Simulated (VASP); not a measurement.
Set up this calculation in VASP 6.6.1, as the native input.

| Quantity | Value |
| --- | --- |
| Task | single point |
| Functional | PBEsol |
| Potentials or basis | VASP PAW PBE potentials, release 64 (Li_sv) |
| Cutoff | 520 eV |
| k mesh | 10 × 10 × 10 |
| Occupations | gaussian, width 0.01 eV |
| Spin | collinear spin, ferromagnetic start |
| Starting moments | [1.0] μB |
| Fixed moment | 1 μB |
| Dipole correction | no |
| Further INCAR settings | ALGO = Fast; EDIFF = 1e-07; NBANDS = 12 |

The structure of Li lies in POSCAR:

```
Li
1.0
    0.0000000000      2.1872210312      2.1872210312
    2.1872210312      0.0000000000      2.1872210312
    2.1872210312      2.1872210312      0.0000000000
Li
1
Direct
    0.0000000000      0.0000000000      0.0000000000
```

This cell differs from its parent crystal: volume scaled by 0.98.

One way to write it, as run:

INCAR

```
PREC = Accurate
ENCUT = 520
EDIFF = 1E-7
ISMEAR = 0
SIGMA = 0.01
LREAL = F
LASPH = T
NELM = 150
ALGO = Fast
ISIF = 2
LWAVE = F
LCHARG = F
ISPIN = 2
MAGMOM = 1
LORBIT = 11
NUPDOWN = 1.0
GGA = PS
NBANDS = 12
```

KPOINTS

```
regular mesh
0
Gamma
  10 10 10
```

Potentials or basis: VASP PAW PBE potentials, release 64 (Li_sv).

Command:

```sh
$ cat potpaw_PBE.64/Li_sv/POTCAR > POTCAR
$ mpirun -np 1 vasp_std > vasp.out
```

Results of the run:

```yaml
Net_moment: 1.00 μB per cell
Site_moments: Li +0.10 μB
Valence_electrons_inside_the_program's_atomic_spheres: Li 2.08
```

Caveat: the total moment is fixed, so each spin has its own Fermi level.

Run time: 18 s on 1 thread of Intel(R) Xeon(R) Platinum 8559C (Emerald Rapids), with other jobs on the host, peak memory 0.14 GiB.
